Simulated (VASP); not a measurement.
Wanted: the native input for a VASP 6.6.1 run.

| Quantity | Value |
| --- | --- |
| Task | single point |
| Functional | PBE |
| Potentials or basis | VASP PAW PBE potentials, release 64 (Ga_d, P, N) |
| Cutoff | 520 eV |
| k mesh | 8 × 8 × 8 |
| Occupations | gaussian, width 0.01 eV |
| Spin | no spin polarisation |
| Dipole correction | no |
| Further INCAR settings | ALGO = Normal; EDIFF = 1e-07; NBANDS = 46 |

The structure of Ga2PN lies in POSCAR:

```
Ga2PN
1.0
   -2.5232029151      2.5232029151      4.9497996513
    2.5232029151     -2.5232029151      4.9497996513
    2.5232029151      2.5232029151     -4.9497996513
Ga P N
4 2 2
Direct
    0.5673436759      0.6250000000      0.4423436759
    0.1826563241      0.1250000000      0.5576563241
    0.8750000000      0.4326563241      0.0576563241
    0.3750000000      0.8173436759      0.9423436759
    0.0000000000      0.0000000000      0.0000000000
    0.7500000000      0.2500000000      0.5000000000
    0.5000000000      0.5000000000      0.0000000000
    0.2500000000      0.7500000000      0.5000000000
```

These files were run (other wordings do the same):

INCAR

```
SYSTEM = Ga2PN
PREC = Accurate
ENCUT = 520
EDIFF = 1E-7
ISMEAR = 0
SIGMA = 0.01
LREAL = .False.
LASPH = .True.
NELM = 100
ALGO = Normal
ISIF = 2
LWAVE = .False.
LCHARG = .True.
GGA = PE
LELF = .True.
LVHAR = .True.
NBANDS = 46
```

KPOINTS

```
Automatic mesh
0
Gamma
  8 8 8
  0 0 0
```

Potentials or basis: VASP PAW PBE potentials, release 64 (Ga_d, P, N).

The run is started by

```bash
$ cat potpaw_PBE.64/Ga_d/POTCAR potpaw_PBE.64/P/POTCAR potpaw_PBE.64/N/POTCAR > POTCAR
$ mpirun -np 1 vasp_std > vasp.out
```

Results of the run:

The pressure is 0.0 GPa and the largest force is 0.024 eV/Å. The band gap on the k mesh is 1.13 eV.

Run time: 15 min on 1 thread of Intel(R) Xeon(R) Platinum 8259CL CPU @ 2.50GHz (Skylake/Cascade Lake) (shared host), peak memory 0.49 GiB.
